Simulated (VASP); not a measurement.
Set up this calculation in VASP 6.6.1, as the native input.

```yaml
Task: single point
Functional: PBE
Potentials_or_basis: VASP PAW PBE potentials, release 64 (C)
Cutoff: 520 eV
k_mesh: 12 × 12 × 12
Occupations: gaussian, width 0.05 eV
Spin: no spin polarisation
Dipole_correction: no
Further_INCAR_settings: ALGO = Normal; EDIFF = 1e-06; NBANDS = 11
```

The structure of C lies in POSCAR:

```
C
1.0
    0.0000000000      1.6840565369      1.7672489299
    1.6840565369      0.0000000000      1.7672489299
    1.6840565369      1.6840565369      0.0000000000
C
2
Direct
    0.5000000000      0.5000000000      0.5000000000
    0.7500000000      0.7500000000      0.7500000000
```

This cell differs from its parent crystal: volume 5.012 Å^3 an atom, c/a of the conventional cell 1.0494.

These files were run (other wordings do the same):

INCAR

```
SYSTEM = C
PREC = Accurate
ENCUT = 520
EDIFF = 1E-6
ISMEAR = 0
SIGMA = 0.05
LREAL = .False.
LASPH = .True.
NELM = 100
ALGO = Normal
ISIF = 2
LWAVE = .False.
LCHARG = .True.
GGA = PE
LELF = .True.
LVHAR = .True.
NBANDS = 11
```

KPOINTS

```
Automatic mesh
0
Gamma
  12 12 12
  0 0 0
```

Potentials or basis: VASP PAW PBE potentials, release 64 (C).

Command:

```sh
$ cat potpaw_PBE.64/C/POTCAR > POTCAR
$ mpirun -np 1 vasp_std > vasp.out
```

It gave:

```
Pressure               : 71.1 GPa
Band gap on the k mesh : 3.79 eV, indirect (least direct gap 5.47 eV)
```

It took 6.9 s on 1 thread of Intel(R) Xeon(R) 6975P-C (Granite Rapids), with other jobs on the host, peak memory 0.12 GiB.
